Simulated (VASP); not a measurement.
# Mg (Im-3m) in VASP: further runs, part 3 of 3

VASP 6.6.1. Earlier steps stand in the parts before.

**4. Single point, RPBE (volume scaled by 0.96)**

INCAR

```
ALGO = Normal ; EDIFF = 1E-6
ENCUT = 520 ; GGA = RP
ISIF = 2 ; ISMEAR = -1
LASPH = True ; LCHARG = True
LELF = True ; LREAL = False
LVHAR = True ; LWAVE = False
NBANDS = 7 ; NELM = 100
PREC = Accurate ; SIGMA = 0.1
```

KPOINTS

```
k-points
0
Gamma
  14 14 14
```

POSCAR

```
Mg
1.0
   -1.7847602196      1.7847602196      1.7847602196
    1.7847602196     -1.7847602196      1.7847602196
    1.7847602196      1.7847602196     -1.7847602196
Mg
1
Direct
    0.0000000000      0.0000000000      0.0000000000
```

Potentials or basis: VASP PAW PBE potentials, release 64 (Mg).

Command:

```
cat potpaw_PBE.64/Mg/POTCAR > POTCAR
mpirun -np 1 vasp_std > vasp.out
```

OUTCAR:

```text
EDIFF = 1E-6
   ENCUT = 520
   GGA = RP
   ISIF = 2
   ISMEAR = -1
   LASPH = True
   LREAL = False
   NELM = 100
   PREC = Accurate

 ion  position               nearest neighbor table
   1  0.000  0.000  0.000-

  LATTYP: Found a body centered cubic cell.
 ALAT       =     3.5695204392

  Lattice vectors:

 A1 = (  -1.7847602196,   1.7847602196,   1.7847602196)
 A2 = (   1.7847602196,  -1.7847602196,   1.7847602196)
 A3 = (   1.7847602196,   1.7847602196,  -1.7847602196)

Analysis of symmetry for initial positions (statically):
=====================================================================
 Subroutine PRICEL returns:
 Original cell was already a primitive cell.

 Routine SETGRP: Setting up the symmetry group for a
 body centered cubic supercell.

 Subroutine GETGRP returns: Found 48 space group operations
 (whereof 48 operations were pure point group operations)
 out of a pool of 48 trial point group operations.

The static configuration has the point symmetry O_h .

Analysis of symmetry for dynamics (positions and initial velocities):
=====================================================================
 Subroutine PRICEL returns:
 Original cell was already a primitive cell.
[... 150 lines left out ...]

  energy without entropy =       -1.30366549  energy(sigma->0) =       -1.31026789

 E-fermi :   2.8466     XC(G=0):  -8.4242

 val. band max:        2.8205904519   @ k =   0.3571   0.1429   0.1429
 cond. band min:       2.9032458423   @ k =  -0.4286   0.4286   0.3571
 fundamental gap:      0.0826553903
 Fermi energy:         2.8465959884

 k-point     1 :       0.0000    0.0000    0.0000
  band No.  band energies     occupation
      1      -4.1780      2.00000
      2      15.9275      0.00000
      3      15.9275      0.00000
      4      15.9275      0.00000
      5      17.9127      0.00000
      6      17.9127      0.00000
      7      18.1996      0.00000
[... 221 lines left out ...]
 k-point    24 :       0.3571    0.2857    0.0000
  band No.  band energies     occupation
      1       2.6091      1.82986
      2       3.1608      0.08283
      3       4.8385      0.00000
      4      11.0413      0.00000
      5      17.0183      0.00000
      6      18.2554      0.00000
      7      19.2223      0.00000

 [... further k-points ...]
[... 5 lines left out ...]
  --------------------------------------------------------------------------------------
  -------------------------------------------------------------------------------------
  Total        0.1849367      0.1849367      0.1849367     -0.0000000     -0.0000000      0.0000000
  in kB       13.0296915     13.0296915     13.0296915     -0.0000000     -0.0000000      0.0000000
  external PRESSURE =      13.0296915 kB  Pullay stress =       0.0000000 kB

 VOLUME and BASIS-vectors are now :
 -----------------------------------------------------------------------------
  energy-cutoff  :      520.00
  volume of cell :       22.74
      direct lattice vectors                 reciprocal lattice vectors
    -1.784760220  1.784760220  1.784760220     0.000000000  0.280149678  0.280149678
     1.784760220 -1.784760220  1.784760220     0.280149678  0.000000000  0.280149678
     1.784760220  1.784760220 -1.784760220     0.280149678  0.280149678  0.000000000

 POSITION                                       TOTAL-FORCE (eV/Angst)
 -----------------------------------------------------------------------------------
      0.00000      0.00000      0.00000         0.000000     -0.000000      0.000000
 -----------------------------------------------------------------------------------
    total drift:                                0.000000      0.000000      0.000000

  FREE ENERGIE OF THE ION-ELECTRON SYSTEM (eV)
  ---------------------------------------------------
  free  energy   TOTEN  =        -1.3168702837 eV

  energy  without entropy=       -1.3036654880  energy(sigma->0) =       -1.31026789
```

OSZICAR:

```text
N       E                     dE             d eps       ncg     rms          rms(c)
DAV:   1    -0.616454840323E+00   -0.61645E+00   -0.76704E+02  1582   0.191E+02
DAV:   2    -0.131910173409E+01   -0.70265E+00   -0.66303E+00  1848   0.110E+01
DAV:   3    -0.132212180735E+01   -0.30201E-02   -0.30190E-02  1960   0.843E-01
DAV:   4    -0.132212726582E+01   -0.54585E-05   -0.54584E-05  1988   0.278E-02
DAV:   5    -0.132212728769E+01   -0.21875E-07   -0.22119E-07  1911   0.117E-03    0.719E-01
DAV:   6    -0.132049471410E+01    0.16326E-02   -0.35082E-04  1610   0.162E-01    0.463E-01
DAV:   7    -0.131685735716E+01    0.36374E-02   -0.13837E-03  1512   0.274E-01    0.271E-02
DAV:   8    -0.131687174843E+01   -0.14391E-04   -0.68716E-06  2219   0.175E-02    0.665E-03
DAV:   9    -0.131687036253E+01    0.13859E-05   -0.10080E-06  1638   0.422E-03    0.436E-04
DAV:  10    -0.131687028367E+01    0.78865E-07   -0.54582E-09  1015   0.403E-04
   1 F= -.13168703E+01 E0= -.13102679E+01  d E =-.132048E-01
```

stdout:

```text
POSCAR found type information on POSCAR Mg
 POSCAR found :  1 types and       1 ions
 scaLAPACK will be used
 -----------------------------------------------------------------------------
|                                                                             |
|                                                                             |
|     You enforced a specific xc type in the INCAR file but a different       |
|     I HOPE YOU KNOW WHAT YOU ARE DOING!                                     |
|                                                                             |
 -----------------------------------------------------------------------------

 LDA part: xc-table for (Slater+PW92), standard interpolation
 POSCAR, INCAR and KPOINTS ok, starting setup
 FFT: planning ... GRIDC
 FFT: planning ... GRID_SOFT
 FFT: planning ... GRID
 WAVECAR not read
 entering main loop
```

Wall time 5.1 s (1 thread of Intel Xeon 6975P-C (Granite Rapids), shared host); peak memory 0.14 GiB.

Results:

| Property | Result |
| --- | --- |
| Free energy | -1.3169 eV |
| Pressure | 1.3 GPa |
| Band gap on the k mesh | zero (band 1 reaches 6.71 eV, above the bottom of band 2 at 1.92 eV) |

Caveat: the cell differs from its parent crystal (volume scaled by 0.96); the PAW data sets were made with another functional, which shifts forces and pressure a little.

**5. Single point, RPBE**

This run uses another cell than the first one, of 23.69 Å³/atom, 1.136 times its volume.

INCAR

```
SYSTEM = Mg
PREC     = Accurate       ! precision mode
ENCUT    = 520            ! plane-wave cutoff, eV
EDIFF    = 1E-6           ! SCF threshold, eV
ISMEAR   = -1             ! smearing method
SIGMA    = 0.1            ! smearing width, eV
LREAL    = .False.        ! projectors in reciprocal space
LASPH    = .True.         ! aspherical terms in the spheres
NELM     = 60             ! most SCF steps
ALGO     = Normal         ! electronic algorithm
ISIF     = 2              ! what is computed and relaxed
LWAVE    = .False.        ! write WAVECAR
LCHARG   = .False.        ! write CHGCAR
GGA      = RP             ! functional
NBANDS   = 7              ! bands
```

KPOINTS

```
Automatic mesh
0
Gamma
  14 14 14
  0 0 0
```

POSCAR

```
Mg
1.0
   -1.8092120282      1.8092120282      1.8092120282
    1.8092120282     -1.8092120282      1.8092120282
    1.8092120282      1.8092120282     -1.8092120282
Mg
1
Direct
    0.0000000000      0.0000000000      0.0000000000
```

Command:

```
cat potpaw_PBE.64/Mg/POTCAR > POTCAR
mpirun -np 1 vasp_std > vasp.out
```

Run time: 6.1 s. Hardware: 1 thread of Intel Xeon 6975P-C (Granite Rapids), shared host; peak memory 0.14 GiB.

Results (log left out):

```
Free energy            : -1.3201 eV
Pressure               : -0.2 GPa
Band gap on the k mesh : zero (band 1 reaches 6.37 eV, above the bottom of band 2 at 1.70 eV)
```

Levels at points of the mesh, in eV from the Fermi level:
```
           k point  band 1  band 2  band 3  band 4
(0.00, 0.00, 0.00)   -6.84   12.81   12.81   12.81
(0.50, 0.00, 0.00)   -1.50   -0.92    8.47    9.12
(0.50, 0.50, 0.50)    3.75    3.75    3.75    3.92
```

Caveat: the PAW data sets were made with another functional, which shifts forces and pressure a little.

**6. Single point, RPBE (volume scaled by 1.04)**

INCAR

```
  ALGO = Normal
  EDIFF = 1E-6
  ENCUT = 520
  GGA = RP
  ISIF = 2
  ISMEAR = -1
  LASPH = True
  LCHARG = True
  LELF = True
  LREAL = False
  LVHAR = True
  LWAVE = False
  NBANDS = 7
  NELM = 80
  PREC = Accurate
  SIGMA = 0.1
```

KPOINTS

```
k-points
0
Gamma
  14 14 14
```

POSCAR

```
Mg
1.0
   -1.8330201799      1.8330201799      1.8330201799
    1.8330201799     -1.8330201799      1.8330201799
    1.8330201799      1.8330201799     -1.8330201799
Mg
1
Direct
    0.0000000000      0.0000000000      0.0000000000
```

Potentials or basis: VASP PAW PBE potentials, release 64 (Mg).

Command:

```
cat potpaw_PBE.64/Mg/POTCAR > POTCAR
mpirun -np 1 vasp_std > vasp.out
```

Run time: 6 s. Hardware: 1 thread of Intel Xeon 6975P-C (Granite Rapids), shared host; peak memory 0.14 GiB.

It converged, with:

```
Free energy            : -1.3154 eV
Pressure               : -1.4 GPa
Band gap on the k mesh : zero (band 1 reaches 6.06 eV, above the bottom of band 2 at 1.50 eV)
```

Levels at points of the mesh, in eV from the Fermi level:
| k point | band 1 | band 2 | band 3 | band 4 |
| --- | --- | --- | --- | --- |
| (0.00, 0.00, 0.00) | -6.67 | 12.56 | 12.56 | 12.56 |
| (0.50, 0.00, 0.00) | -1.43 | -0.93 | 8.34 | 8.84 |
| (0.50, 0.50, 0.50) | 3.64 | 3.64 | 3.64 | 3.91 |

Caveat: the cell differs from its parent crystal (volume scaled by 1.04); the PAW data sets were made with another functional, which shifts forces and pressure a little.

**7. Overview**

```tsv
cell	gap on the mesh (eV)	pressure (GPa)
a = 3.003 Å, angles 109.5°, 1 atom	none	5.3
a = 3.048 Å, angles 109.5°, 1 atom	none	3.1
a = 3.091 Å, angles 109.5°, 1 atom	none	1.3
a = 3.134 Å, angles 109.5°, 1 atom	none	-0.2
a = 3.175 Å, angles 109.5°, 1 atom	none	-1.4
```

Alike in all rows: task single point; level RPBE; potentials or basis VASP PAW PBE potentials, release 64 (Mg); no spin polarisation; k mesh 14 × 14 × 14; cutoff (eV) 520; smearing fermi-dirac 0.1 eV.

Caveats: the PAW data sets were made with another functional, which shifts forces and pressure a little.

Total energies depend on the potentials used, so only differences within one code and one set of settings carry meaning.
